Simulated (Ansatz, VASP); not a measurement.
**Two plane-wave programs on Hf2B5**

```xyz
7
Lattice="3.5576 0.0000 0.0000 -1.7788 3.0810 0.0000 0.0000 0.0000 7.0634" Properties=species:S:1:pos:R:3 pbc="T T T"
Hf    0.0000    2.0540    2.2929
Hf    1.7788    1.0270    4.7704
B     1.7788    0.0000    0.0000
B    -0.8894    1.5405    0.0000
B     0.8894    1.5405    0.0000
B     0.0000    0.0000    3.5317
B     0.0000    0.0000    0.0000
```

Alike in both runs: functional PBE; k mesh 12 × 12 × 6; occupations gaussian, width 0.1 eV; no spin polarisation.

Ansatz relaxed the structure, and its values are those at the end. VASP's run is a single point on that final structure, the one shown.

|  | VASP | Ansatz |
| --- | --- | --- |
| version | VASP 6.6.1 | Ansatz 0.2.0 |
| potentials or method | VASP PAW PBE potentials, release 64 (Hf_pv, B), cutoff 520 eV | scalar-relativistic, plane waves, PAW |
| valence electrons in the cell | 35 | 67 |

Ansatz gave:

```
gap on the k mesh at the Fermi level (eV) : none
pressure (GPa)                            : 0.0
rms of the force components (eV/Å)        : 0.000
```

Which values does VASP return?

gap on the k mesh at the Fermi level (eV): none; pressure (GPa): -0.3; rms of the force components (eV/Å): 0.006.

A gap of «none» marks a metal or a gap that the smearing closes. The functional is the same, so the differences come from potentials, cutoffs and numerics. VASP's potentials hold 35 valence electrons a cell and Ansatz's 67, so a difference there can come from the potentials and not from the codes.

Spin-orbit coupling is off throughout.
